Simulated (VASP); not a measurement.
# Cs (Fd-3m) in VASP: notebook, part 2 of 2

VASP 6.6.1. Earlier steps stand in the parts before.

## (3) Single point, BLYP (volume scaled by 0.92)

INCAR reads:

```
AGGAC    = 1.0          
AGGAX    = 1.0          
ALDAC    = 0.0          
ALDAX    = 1.0          
ALGO     = Normal         # electronic algorithm
EDIFF    = 1E-6           # SCF threshold, eV
ENCUT    = 520            # plane-wave cutoff, eV
GGA      = B5             # functional
ISIF     = 2              # what is computed and relaxed
ISMEAR   = -1             # smearing method
LASPH    = T              # aspherical terms in the spheres
LCHARG   = F              # write CHGCAR
LREAL    = F              # projectors in reciprocal space
LWAVE    = F              # write WAVECAR
NBANDS   = 16             # bands
NELM     = 80             # most SCF steps
PREC     = Accurate       # precision mode
SIGMA    = 0.1            # smearing width, eV
```

KPOINTS reads:

```
k-points
0
Gamma
  5 5 5
```

POSCAR reads:

```
Cs
1.0
    0.0000000000      5.8712572283      5.8712572283
    5.8712572283      0.0000000000      5.8712572283
    5.8712572283      5.8712572283      0.0000000000
Cs
2
Direct
    0.1250000000      0.1250000000      0.1250000000
    0.8750000000      0.8750000000      0.8750000000
```

Potentials or basis: VASP PAW PBE potentials, release 64 (Cs_sv).

Command:

```
$ cat potpaw_PBE.64/Cs_sv/POTCAR > POTCAR
$ mpirun -np 1 vasp_std > vasp.out
```

It took 3.9 min on 1 thread of Intel Xeon Platinum 8488C (Sapphire Rapids), shared host; peak memory 0.54 GiB.

It converged, with:

```yaml
Free_energy: -0.8612 eV
Pressure: 0.1 GPa
Band_gap_on_the_k_mesh: 0.18 eV, direct
```

Levels at points of the mesh, in eV from the valence-band top:
```csv
k point,band 7,band 8,band 9,band 10,band 11,band 12
"(0.00, 0.00, 0.00)",-10.95,-10.95,-1.07,1.42,1.42,1.43
```

Caveat: the PAW data sets were made with another functional, which shifts forces and pressure a little; spin-orbit coupling is left out, which moves the levels of the heavy elements.

## (4) Single point, BLYP (volume scaled by 0.96)

INCAR reads:

```
PREC = Accurate
ENCUT = 520
EDIFF = 1E-6
ISMEAR = -1
SIGMA = 0.1
LREAL = False
LASPH = True
NELM = 60
ALGO = Normal
ISIF = 2
LWAVE = False
LCHARG = True
GGA = B5
ALDAX = 1.0
AGGAX = 1.0
AGGAC = 1.0
ALDAC = 0.0
LELF = True
LVHAR = True
NBANDS = 16
```

KPOINTS reads:

```
Automatic mesh
0
Gamma
  5 5 5
```

POSCAR reads:

```
Cs
1.0
    0.0000000000      5.9551436651      5.9551436651
    5.9551436651      0.0000000000      5.9551436651
    5.9551436651      5.9551436651      0.0000000000
Cs
2
Direct
    0.1250000000      0.1250000000      0.1250000000
    0.8750000000      0.8750000000      0.8750000000
```

Potentials or basis: VASP PAW PBE potentials, release 64 (Cs_sv).

Command:

```
$ cat potpaw_PBE.64/Cs_sv/POTCAR > POTCAR
$ mpirun -np 1 vasp_std > vasp.out
```

OUTCAR:

```text
PREC = Accurate
   ENCUT = 520
   EDIFF = 1E-6
   ISMEAR = -1
   LREAL = False
   LASPH = True
   NELM = 60
   ISIF = 2
   GGA = B5

 ion  position               nearest neighbor table
   1  0.125  0.125  0.125-
   2  0.875  0.875  0.875-

  LATTYP: Found a face centered cubic cell.
 ALAT       =    11.9102873302

  Lattice vectors:

[... 349 lines left out ...]
      6     -11.3266      2.00000
[... 8 lines left out ...]
     15       1.2861      0.00000
     16       1.4855      0.00000

------------------------ aborting loop because EDIFF is reached ----------------------------------------

  FORCE on cell =-STRESS in cart. coord.  units (eV):
  Direction    XX          YY          ZZ          XY          YZ          ZX
  --------------------------------------------------------------------------------------
  -------------------------------------------------------------------------------------
  Total        0.1160352      0.1160352      0.1160352     -0.0000000      0.0000000      0.0000000
  in kB        0.4401430      0.4401430      0.4401430     -0.0000000      0.0000000      0.0000000
  external PRESSURE =       0.4401430 kB  Pullay stress =       0.0000000 kB

 VOLUME and BASIS-vectors are now :
 -----------------------------------------------------------------------------
  energy-cutoff  :      520.00
  volume of cell :      422.38
      direct lattice vectors                 reciprocal lattice vectors
     0.000000000  5.955143665  5.955143665    -0.083961031  0.083961031  0.083961031
     5.955143665  0.000000000  5.955143665     0.083961031 -0.083961031  0.083961031
     5.955143665  5.955143665  0.000000000     0.083961031  0.083961031 -0.083961031

 POSITION                                       TOTAL-FORCE (eV/Angst)
 -----------------------------------------------------------------------------------
      1.48879      1.48879      1.48879        -0.000000     -0.000000     -0.000000
     10.42150     10.42150     10.42150         0.000000      0.000000      0.000000
 -----------------------------------------------------------------------------------
    total drift:                                0.000000      0.000000      0.000000

  FREE ENERGIE OF THE ION-ELECTRON SYSTEM (eV)
  ---------------------------------------------------
  free  energy   TOTEN  =        -0.8682521906 eV

  energy  without entropy=       -0.8139291519  energy(sigma->0) =       -0.84109067
```

stdout:

```text
POSCAR found type information on POSCAR Cs
 POSCAR found :  1 types and       2 ions
 scaLAPACK will be used
 -----------------------------------------------------------------------------
|                                                                             |
|                                                                             |
|     You enforced a specific xc type in the INCAR file but a different       |
|     I HOPE YOU KNOW WHAT YOU ARE DOING!                                     |
|                                                                             |
 -----------------------------------------------------------------------------

 LDA part: xc-table for (Slater(with rela. corr.)+VWN5), standard interpolation
 POSCAR, INCAR and KPOINTS ok, starting setup
 FFT: planning ... GRIDC
 FFT: planning ... GRID_SOFT
 FFT: planning ... GRID
 WAVECAR not read
 entering main loop
```

It took 4.3 min on 1 thread of Intel Xeon Platinum 8488C (Sapphire Rapids), shared host; peak memory 0.55 GiB.

Results:

```yaml
Free_energy: -0.8683 eV
Pressure: 0.0 GPa
Band_gap_on_the_k_mesh: 0.18 eV, direct
```

Caveat: the PAW data sets were made with another functional, which shifts forces and pressure a little; spin-orbit coupling is left out, which moves the levels of the heavy elements. A k mesh can miss the band edges.

## (5) Overview

| cell | gap on the mesh (eV) | pressure (GPa) |
| --- | --- | --- |
| a = 8.181 Å, angles 60.0°, 2 atoms | 0.18 | 0.1 |
| a = 8.303 Å, angles 60.0°, 2 atoms | 0.18 | 0.1 |
| a = 8.422 Å, angles 60.0°, 2 atoms | 0.18 | 0.0 |

Alike in all rows: task single point; level BLYP; potentials or basis VASP PAW PBE potentials, release 64 (Cs_sv); no spin polarisation; k mesh 5 × 5 × 5; cutoff (eV) 520; smearing fermi-dirac 0.1 eV.

Caveats: the PAW data sets were made with another functional, which shifts forces and pressure a little; spin-orbit coupling is left out, which moves the levels of the heavy elements.

Total energies depend on the potentials used, so only differences within one code and one set of settings carry meaning.
